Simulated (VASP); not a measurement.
# AlGa2P3 (I-4m2) in VASP: further runs

The runs below take AlGa2P3 through single point, relaxation of cell and atoms, with PBE.

All numbers are computed with VASP 6.6.1; they aren't measurements. Logs are shortened: lines on timing, memory, paths and dates and some standing lists are left out, and cuts for length are marked.

## (1) The cell of the first run

The structure is tetragonal, space group I-4m2 (No. 119). The conventional cell has a = 3.761 Å, b = 3.761 Å, c = 15.955 Å, α = 90.00°, β = 90.00°, γ = 90.00°. Al (site symmetry -4m2) has 4 P at 2.30 Å within 3.0 Å. Within 3.0 Å of Ga (site symmetry 2mm) lie 4 P at 2.30 Å. Within 3.0 Å of P (site symmetry 2mm) lie 2 Al at 2.30 Å and 2 Ga at 2.30 Å. P (site symmetry -4m2) has 4 Ga at 2.30 Å within 3.0 Å.

## (2) Single point, PBE

The input, INCAR:

```
SYSTEM = AlGa2P3
  ALGO = Normal
  EDIFF = 1E-6
  ENCUT = 520
  GGA = PE
  ISIF = 2
  ISMEAR = 0
  LASPH = .True.
  LCHARG = .False.
  LREAL = .False.
  LWAVE = .False.
  NBANDS = 31
  NELM = 100
  PREC = Accurate
  SIGMA = 0.1
```

The input, KPOINTS:

```
k-points
0
Gamma
  6 6 6
  0 0 0
```

The input, POSCAR:

```
AlGa2P3
1.0
   -1.8803009400      1.8803009400      7.9774412900
    1.8803009400     -1.8803009400      7.9774412900
    1.8803009400      1.8803009400     -7.9774412900
Al Ga P
1 2 3
Direct
    0.5000000000      0.5000000000      0.0000000000
    0.8333333300      0.8333333300      0.0000000000
    0.1666666700      0.1666666700      0.0000000000
    0.4166666700      0.9166666700      0.5000000000
    0.0833333300      0.5833333300      0.5000000000
    0.7500000000      0.2500000000      0.5000000000
```

Potentials or basis: VASP PAW PBE potentials, release 64 (Al, Ga_d, P).

The run is started by

```bash
> cat potpaw_PBE.64/Al/POTCAR potpaw_PBE.64/Ga_d/POTCAR potpaw_PBE.64/P/POTCAR > POTCAR
> mpirun -np 1 vasp_std > vasp.out
```

OUTCAR:

```text
SYSTEM = AlGa2P3
   EDIFF = 1E-6
   ENCUT = 520
   GGA = PE
   ISIF = 2
   ISMEAR = 0
   LASPH = .True.
   LREAL = .False.
   NELM = 100
   PREC = Accurate

 ion  position               nearest neighbor table
   1  0.500  0.500  0.000-   4 2.30   5 2.30   5 2.30   4 2.30
   2  0.833  0.833  0.000-   6 2.30   6 2.30   4 2.30   4 2.30
   3  0.167  0.167  0.000-   6 2.30   6 2.30   5 2.30   5 2.30
   4  0.417  0.917  0.500-   1 2.30   1 2.30   2 2.30   2 2.30
   5  0.083  0.583  0.500-   1 2.30   1 2.30   3 2.30   3 2.30
   6  0.750  0.250  0.500-   3 2.30   2 2.30   2 2.30   3 2.30

  LATTYP: Found a body centered tetragonal cell.
 ALAT       =     3.7606018800
 C/A-ratio  =     4.2426406967

  Lattice vectors:

 A1 = (  -1.8803009400,   1.8803009400,   7.9774412900)
 A2 = (   1.8803009400,  -1.8803009400,   7.9774412900)
 A3 = (   1.8803009400,   1.8803009400,  -7.9774412900)

Analysis of symmetry for initial positions (statically):
=====================================================================
 Subroutine PRICEL returns:
 Original cell was already a primitive cell.

 Routine SETGRP: Setting up the symmetry group for a
 body centered tetragonal supercell.

 Subroutine GETGRP returns: Found  8 space group operations
 (whereof  8 operations were pure point group operations)
 out of a pool of 16 trial point group operations.

The static configuration has the point symmetry D_2d.

Analysis of symmetry for dynamics (positions and initial velocities):
=====================================================================
 Subroutine PRICEL returns:
 Original cell was already a primitive cell.

 Routine SETGRP: Setting up the symmetry group for a
 body centered tetragonal supercell.

 Subroutine GETGRP returns: Found  8 space group operations
 (whereof  8 operations were pure point group operations)
 out of a pool of 16 trial point group operations.

The dynamic configuration has the point symmetry D_2d.

 Subroutine INISYM returns: Found  8 space group operations
 (whereof  8 operations are pure point group operations),
 and found     1 'primitive' translations

----------------------------------------------------------------------------------------

                                     Primitive cell

  volume of cell :     112.8180

  direct lattice vectors                    reciprocal lattice vectors
    -1.880300940  1.880300940  7.977441290     0.000000000  0.265914881  0.062676738
     1.880300940 -1.880300940  7.977441290     0.265914881  0.000000000  0.062676738
     1.880300940  1.880300940 -7.977441290     0.265914881  0.265914881  0.000000000

  length of vectors
     8.408961457  8.408961457  8.408961457     0.273201569  0.273201569  0.376060431

  position of ions in fractional coordinates (direct lattice)
     0.500000000  0.500000000  0.000000000
     0.833333330  0.833333330  0.000000000
     0.166666670  0.166666670  0.000000000
     0.416666670  0.916666670  0.500000000
     0.083333330  0.583333330  0.500000000
     0.750000000  0.250000000  0.500000000

  ion indices of the primitive-cell ions
   primitive index   ion index
                 1           1
                 2           2
                 3           3
                 4           4
                 5           5
                 6           6

----------------------------------------------------------------------------------------

 KPOINTS: k-points

Automatic generation of k-mesh.
 Grid dimensions read from file:
 generate k-points for:    6    6    6

 Generating k-lattice:

  Cartesian coordinates                     Fractional coordinates (reciprocal lattice)
     0.000000000  0.044319147  0.010446123     0.166666667  0.000000000  0.000000000
     0.044319147  0.000000000  0.010446123     0.000000000  0.166666667  0.000000000
     0.044319147  0.044319147  0.000000000     0.000000000  0.000000000  0.166666667

  Length of vectors
     0.045533595  0.045533595  0.062676738

  Shift w.r.t. Gamma in fractional coordinates (k-lattice)
     0.000000000  0.000000000  0.000000000

[... 53 lines left out ...]

 k-point     2 :       0.1667    0.0000    0.0000
  band No.  band energies     occupation
      1      -9.2452      2.00000
      2      -9.1695      2.00000
      3      -9.1320      2.00000
      4      -9.1120      2.00000
      5      -9.0848      2.00000
      6      -9.0767      2.00000
[... 23 lines left out ...]
     30      10.6627      0.00000
     31      11.9442      0.00000

 k-point     3 :       0.3333    0.0000   -0.0000
  band No.  band energies     occupation
      1      -9.2374      2.00000
      2      -9.1771      2.00000
      3      -9.1481      2.00000
      4      -9.1047      2.00000
      5      -9.0974      2.00000
      6      -9.0848      2.00000
[... 23 lines left out ...]
     30      11.1570      0.00000
     31      11.9892      0.00000

 k-point     4 :       0.5000   -0.0000    0.0000
  band No.  band energies     occupation
      1      -9.2378      2.00000
      2      -9.1884      2.00000
      3      -9.1484      2.00000
      4      -9.0991      2.00000
      5      -9.0951      2.00000
      6      -9.0948      2.00000
[... 23 lines left out ...]
     30      10.8740      0.00000
     31      11.1248      0.00000

 k-point     5 :       0.1667    0.1667    0.0000
  band No.  band energies     occupation
      1      -9.2405      2.00000
      2      -9.1647      2.00000
      3      -9.1451      2.00000
      4      -9.1074      2.00000
      5      -9.0886      2.00000
      6      -9.0793      2.00000
[... 23 lines left out ...]
     30      11.0105      0.00000
     31      11.1304      0.00000
[... 542 lines left out ...]
     30      11.3615      0.00000
     31      11.6284      0.00000

 k-point    22 :      -0.1667    0.5000    0.1667
  band No.  band energies     occupation
      1      -9.2367      2.00000
      2      -9.1788      2.00000
      3      -9.1479      2.00000
      4      -9.1049      2.00000
      5      -9.0971      2.00000
      6      -9.0846      2.00000
[... 23 lines left out ...]
     30      11.6970      0.00000
     31      12.6561      0.00000

 k-point    23 :      -0.3333   -0.3333    0.1667
  band No.  band energies     occupation
      1      -9.2395      2.00000
      2      -9.1676      2.00000
      3      -9.1444      2.00000
      4      -9.1077      2.00000
      5      -9.0883      2.00000
      6      -9.0790      2.00000
[... 23 lines left out ...]
     30      11.1210      0.00000
     31      11.3430      0.00000

 k-point    24 :      -0.1667   -0.3333    0.1667
  band No.  band energies     occupation
      1      -9.2442      2.00000
      2      -9.1720      2.00000
      3      -9.1317      2.00000
      4      -9.1122      2.00000
      5      -9.0846      2.00000
      6      -9.0765      2.00000
[... 23 lines left out ...]
     30      10.9502      0.00000
     31      11.2997      0.00000

 [... further k-points ...]
[... 5 lines left out ...]
  --------------------------------------------------------------------------------------
  -------------------------------------------------------------------------------------
  Total        7.2808745      7.2808745      7.1316918      0.0000000      0.0000000     -0.0000000
  in kB      103.3988703    103.3988703    101.2802620      0.0000000      0.0000000     -0.0000000
  external PRESSURE =     102.6926675 kB  Pullay stress =       0.0000000 kB

 VOLUME and BASIS-vectors are now :
 -----------------------------------------------------------------------------
  energy-cutoff  :      520.00
  volume of cell :      112.82
      direct lattice vectors                 reciprocal lattice vectors
    -1.880300940  1.880300940  7.977441290     0.000000000  0.265914881  0.062676738
     1.880300940 -1.880300940  7.977441290     0.265914881  0.000000000  0.062676738
     1.880300940  1.880300940 -7.977441290     0.265914881  0.265914881  0.000000000

 POSITION                                       TOTAL-FORCE (eV/Angst)
 -----------------------------------------------------------------------------------
      0.00000      0.00000      7.97744         0.000000      0.000000      0.000000
      0.00000      0.00000     13.29574        -0.000000      0.000000     -0.040941
      0.00000      0.00000      2.65915        -0.000000      0.000000      0.040941
      1.88030      0.00000      6.64787         0.000000     -0.000000      0.051266
      1.88030     -0.00000      1.32957         0.000000     -0.000000     -0.051266
     -0.00000      1.88030      3.98872         0.000000      0.000000      0.000000
 -----------------------------------------------------------------------------------
    total drift:                                0.000001     -0.000001     -0.000000

  FREE ENERGIE OF THE ION-ELECTRON SYSTEM (eV)
  ---------------------------------------------------
  free  energy   TOTEN  =       -28.2433801688 eV

  energy  without entropy=      -28.2433801688  energy(sigma->0) =      -28.24338017
```

It took 3.7 min on 1 thread of Intel Xeon Platinum 8488C (Sapphire Rapids), shared host; peak memory 0.61 GiB.

What came out:

```yaml
Free_energy: -28.2434 eV
Pressure: 10.3 GPa
Largest_force: 0.051 eV/Å
Band_gap_on_the_k_mesh: 1.44 eV, indirect (least direct gap 1.69 eV)
```

Forces on the atoms (eV/Å):
```
Al   0.000  0.000  0.000
Ga   0.000  0.000 -0.041
Ga   0.000  0.000  0.041
P    0.000  0.000  0.051
P    0.000  0.000 -0.051
P    0.000  0.000  0.000
```

Stress tensor (GPa, compression positive):
```
10.34  0.00  0.00
 0.00 10.34  0.00
 0.00  0.00 10.13
```

A k mesh can miss the band edges.

## (3) Single point, PBE

This run uses another cell than the first one, of 20.86 Å³/atom, 1.110 times its volume.

The input, INCAR:

```
SYSTEM = AlGa2P3
  PREC = Accurate
  ENCUT = 520
  EDIFF = 1E-6
  ISMEAR = 0
  SIGMA = 0.1
  LREAL = .False.
  LASPH = .True.
  NELM = 80
  ALGO = Normal
  ISIF = 2
  LWAVE = .False.
  LCHARG = .True.
  GGA = PE
  LELF = .True.
  LVHAR = .True.
  NBANDS = 31
```

The input, KPOINTS:

```
Automatic mesh
0
Gamma
  6 6 6
  0 0 0
```

The input, POSCAR:

```
AlGa2P3
1.0
   -1.9484181258      1.9484181258      8.2441097391
    1.9484181258     -1.9484181258      8.2441097391
    1.9484181258      1.9484181258     -8.2441097391
Al Ga P
1 2 3
Direct
    0.5000000000      0.5000000000      0.0000000000
    0.8333175153      0.8333175153      0.0000000000
    0.1666824847      0.1666824847      0.0000000000
    0.4170313967      0.9170313967      0.5000000000
    0.0829686033      0.5829686033      0.5000000000
    0.7500000000      0.2500000000      0.5000000000
```

Potentials or basis: VASP PAW PBE potentials, release 64 (Al, Ga_d, P).

The run is started by

```bash
> cat potpaw_PBE.64/Al/POTCAR potpaw_PBE.64/Ga_d/POTCAR potpaw_PBE.64/P/POTCAR > POTCAR
> mpirun -np 1 vasp_std > vasp.out
```

It took 5.6 min on 1 thread of Intel Xeon Platinum 8488C (Sapphire Rapids), shared host; peak memory 0.73 GiB.

Results (log left out):

```
Free energy            : -28.6081 eV
Pressure               : 0.0 GPa
Largest force          : 0.008 eV/Å
Band gap on the k mesh : 1.67 eV, indirect (least direct gap 1.78 eV)
```

Forces on the atoms (eV/Å):
```
Al   0.000  0.000  0.000
Ga   0.000  0.000  0.000
Ga   0.000  0.000  0.000
P    0.000  0.000  0.008
P    0.000  0.000 -0.008
P    0.000  0.000  0.000
```

Levels at points of the mesh, in eV from the valence-band top:
| k point | band 20 | band 21 | band 22 | band 23 | band 24 | band 25 |
| --- | --- | --- | --- | --- | --- | --- |
| (0.00, 0.00, 0.00) | -0.01 | 0.00 | 0.00 | 1.78 | 1.81 | 2.34 |
| (0.50, 0.00, 0.00) | -1.01 | -0.95 | -0.95 | 1.88 | 3.03 | 3.36 |
| (0.50, 0.50, 0.00) | -2.92 | -2.39 | -2.39 | 1.68 | 1.99 | 3.29 |
| (0.50, 0.50, 0.50) | -0.98 | -0.78 | -0.78 | 1.67 | 1.99 | 2.87 |

## (4) Single point, PBE

This run uses another cell than the first one: it holds 12 atoms, not 6.

The input, INCAR:

```
ALGO = Normal
EDIFF = 1E-6
ENCUT = 520
GGA = PE
ISIF = 2
ISMEAR = 0
LASPH = T
LCHARG = F
LREAL = F
LWAVE = F
NBANDS = 56
NELM = 60
PREC = Accurate
SIGMA = 0.1
```

The input, KPOINTS:

```
k-points
0
Gamma
  4 2 4
```

The input, POSCAR:

```
AlGa2P3
1.0
    0.0000000000     -3.8946642240      0.0000000000
    7.7893284480      0.0000000000      0.0000000000
   -1.9473321120      1.9473321120      8.2576619480
Al Ga P
2 4 6
Direct
    0.5000000000      0.2500000000      0.0000000000
    0.5000000000      0.7500000000      0.0000000000
    0.8333252402      0.4166626201      0.6666504804
    0.8333252402      0.9166626201      0.6666504804
    0.1666747598      0.0833373799      0.3333495196
    0.1666747598      0.5833373799      0.3333495196
    0.4170358245      0.4585179122      0.8340716490
    0.4170358245      0.9585179122      0.8340716490
    0.0829641755      0.2914820878      0.1659283510
    0.0829641755      0.7914820878      0.1659283510
    0.7500000000      0.1250000000      0.5000000000
    0.7500000000      0.6250000000      0.5000000000
```

The run is started by

```bash
> cat potpaw_PBE.64/Al/POTCAR potpaw_PBE.64/Ga_d/POTCAR potpaw_PBE.64/P/POTCAR > POTCAR
> mpirun -np 1 vasp_std > vasp.out
```

Wall time 2.7 min (1 thread of Intel Xeon Platinum 8488C (Sapphire Rapids), shared host); peak memory 0.43 GiB.

It converged, with:

- Free energy: -57.0014 eV
- Pressure: 0.1 GPa
- Largest force: 0.020 eV/Å
- Band gap on the k mesh: 1.66 eV

Forces in eV/Å, atoms in the order of the input:
```
Al   0.000  0.000  0.000
Al   0.000  0.000  0.000
Ga   0.000  0.000 -0.005
Ga   0.000  0.000 -0.005
Ga   0.000  0.000  0.005
Ga   0.000  0.000  0.005
P    0.000  0.000  0.020
P    0.000  0.000  0.020
P    0.000  0.000 -0.020
P    0.000  0.000 -0.020
P    0.000  0.000  0.000
P    0.000  0.000  0.000
```

Stress tensor (GPa, compression positive):
```
 0.37  0.00  0.00
 0.00  0.37  0.00
 0.00  0.00 -0.51
```

Levels at points of the mesh, in eV from the valence-band top:
```
           k point  band 41  band 42  band 43  band 44  band 45  band 46  band 47  band 48
(0.00, 0.00, 0.00)    -0.94    -0.03     0.00     0.00     1.78     1.81     1.87     2.34
(0.50, 0.00, 0.00)    -1.08    -1.00    -0.97    -0.94     1.66     1.87     1.97     3.03
(0.00, 0.50, 0.00)    -1.03    -1.03    -0.26    -0.26     2.52     2.52     2.79     2.79
(0.50, 0.50, 0.00)    -1.80    -1.80    -1.72    -1.72     2.50     2.50     2.72     2.72
(0.00, 0.00, 0.50)    -0.97    -0.94    -0.78    -0.78     1.67     1.87     2.00     2.87
(0.00, 0.50, 0.50)    -0.57    -0.57    -0.55    -0.55     2.21     2.21     2.32     2.32
```

A k mesh can miss the band edges. PBE gaps usually lie below the measured ones, often by a third to a half.

## (5) Relaxation of cell and atoms, PBE

The input, INCAR:

```
SYSTEM = AlGa2P3
ALGO     = Normal         ! electronic algorithm
EDIFF    = 1E-6           ! SCF threshold, eV
EDIFFG   = -0.04          ! ionic threshold
ENCUT    = 600            ! plane-wave cutoff, eV
GGA      = PE             ! functional
IBRION   = 2              ! ionic algorithm
ISIF     = 3              ! what is computed and relaxed
ISMEAR   = 0              ! smearing method
LASPH    = .True.         ! aspherical terms in the spheres
LCHARG   = .False.        ! write CHGCAR
LREAL    = .False.        ! projectors in reciprocal space
LWAVE    = .False.        ! write WAVECAR
NELM     = 100            ! most SCF steps
NSW      = 90             ! ionic steps
PREC     = Accurate       ! precision mode
SIGMA    = 0.1            ! smearing width, eV
```

The input, KPOINTS:

```
k-points
0
Gamma
  6 6 6
  0 0 0
```

The input, POSCAR:

```
AlGa2P3
1.0
   -1.8803009400      1.8803009400      7.9774412900
    1.8803009400     -1.8803009400      7.9774412900
    1.8803009400      1.8803009400     -7.9774412900
Al Ga P
1 2 3
Direct
    0.5000000000      0.5000000000      0.0000000000
    0.8333333300      0.8333333300      0.0000000000
    0.1666666700      0.1666666700      0.0000000000
    0.4166666700      0.9166666700      0.5000000000
    0.0833333300      0.5833333300      0.5000000000
    0.7500000000      0.2500000000      0.5000000000
```

The run is started by

```bash
> cat potpaw_PBE.64/Al/POTCAR potpaw_PBE.64/Ga_d/POTCAR potpaw_PBE.64/P/POTCAR > POTCAR
> mpirun -np 1 vasp_std > vasp.out
```

Run time: 16 min. Hardware: 1 thread of Intel Xeon Platinum 8488C (Sapphire Rapids), shared host; peak memory 0.81 GiB.

It converged, with:

| Quantity | Value |
| --- | --- |
| Free energy | -28.6063 eV |
| Relaxed volume | 20.83 Å³/atom |
| Relaxed cell | a = 8.694 Å, b = 8.694 Å, c = 8.694 Å, α = 154.13°, β = 154.13°, γ = 36.92° |
| Space group after relaxing (to 0.05 Å) | I-4m2 (No. 119) |
| Energy gained by relaxing | 60.5 meV/atom |
| Ionic steps | 5 |
| Pressure after relaxing | 0.1 GPa |
| Largest force after relaxing | 0.022 eV/Å |
| Band gap on the k mesh | 1.67 eV, indirect (least direct gap 1.79 eV) |

Forces in eV/Å, atoms in the order of the input:
```
Al   0.000  0.000  0.000
Ga   0.000  0.000  0.010
Ga   0.000  0.000 -0.010
P    0.000  0.000  0.022
P    0.000  0.000 -0.022
P    0.000  0.000  0.000
```

Stress tensor (GPa, compression positive):
```
0.17 0.00 0.00
0.00 0.17 0.00
0.00 0.00 0.09
```

Step by step:
| step | energy change (eV) | largest force (eV/Å) | pressure (GPa) | volume (Å³) |
| --- | --- | --- | --- | --- |
| 1 | 0.0000 | 0.0511 | 10.26 | 112.82 |
| 2 | -0.2390 | 0.0702 | -4.41 | 133.65 |
| 3 | -0.3626 | 0.0579 | -0.03 | 125.24 |
| 4 | -0.3625 | 0.0577 | 0.18 | 124.98 |
| 5 | -0.3627 | 0.0220 | 0.14 | 124.99 |

Final structure:
```cif
data_structure
_symmetry_space_group_name_H-M 'P 1'
_symmetry_Int_Tables_number 1
_cell_length_a 8.6944
_cell_length_b 8.6944
_cell_length_c 8.6944
_cell_angle_alpha 154.126
_cell_angle_beta 154.126
_cell_angle_gamma 36.917
_cell_volume 124.99
loop_
_atom_site_label
_atom_site_type_symbol
_atom_site_fract_x
_atom_site_fract_y
_atom_site_fract_z
_atom_site_occupancy
Al1 Al 0.50000 0.50000 0.00000 1
Ga1 Ga 0.83323 0.83323 0.00000 1
Ga2 Ga 0.16677 0.16677 0.00000 1
P1 P 0.41691 0.91691 0.50000 1
P2 P 0.08309 0.58309 0.50000 1
P3 P 0.75000 0.25000 0.50000 1
```

Levels at points of the mesh, in eV from the valence-band top:
```tsv
k point	band 20	band 21	band 22	band 23	band 24	band 25
(0.00, 0.00, 0.00)	-0.02	0.00	0.00	1.79	1.82	2.34
(0.50, 0.00, 0.00)	-1.01	-0.96	-0.95	1.89	3.04	3.37
(0.50, 0.50, 0.00)	-2.93	-2.40	-2.40	1.67	1.98	3.28
(0.50, 0.50, 0.50)	-0.98	-0.78	-0.78	1.67	2.00	2.88
```

A k mesh can miss the band edges. Expect the measured gap to be larger: semilocal functionals such as PBE lack the derivative discontinuity.

## (6) Overview

```tsv
task	cell	k mesh	cutoff (eV)	gap on the mesh (eV)	pressure (GPa)	largest force (eV/Å)
single point	a = 8.409 Å, angles 154.2, 154.2, 36.9°, 6 atoms	6 × 6 × 6	520	1.44	10.3	0.05
single point	a = 8.692 Å, angles 154.1, 154.1, 37.0°, 6 atoms	6 × 6 × 6	520	1.67	0.0	0.01
single point	a = 3.895, b = 7.789, c = 8.705 Å, angles 102.9, 102.9, 90.0°, 12 atoms	4 × 2 × 4	520	1.66	0.1	0.02
relaxation of cell and atoms	relaxed from a = 8.409 Å, angles 154.2, 154.2, 36.9°, 6 atoms	6 × 6 × 6	600	1.67	0.1	0.02
```

Alike in all rows: level PBE; potentials or basis VASP PAW PBE potentials, release 64 (Al, Ga_d, P); no spin polarisation; smearing gaussian 0.1 eV.

Total energies depend on the potentials used, so only differences within one code and one set of settings carry meaning.
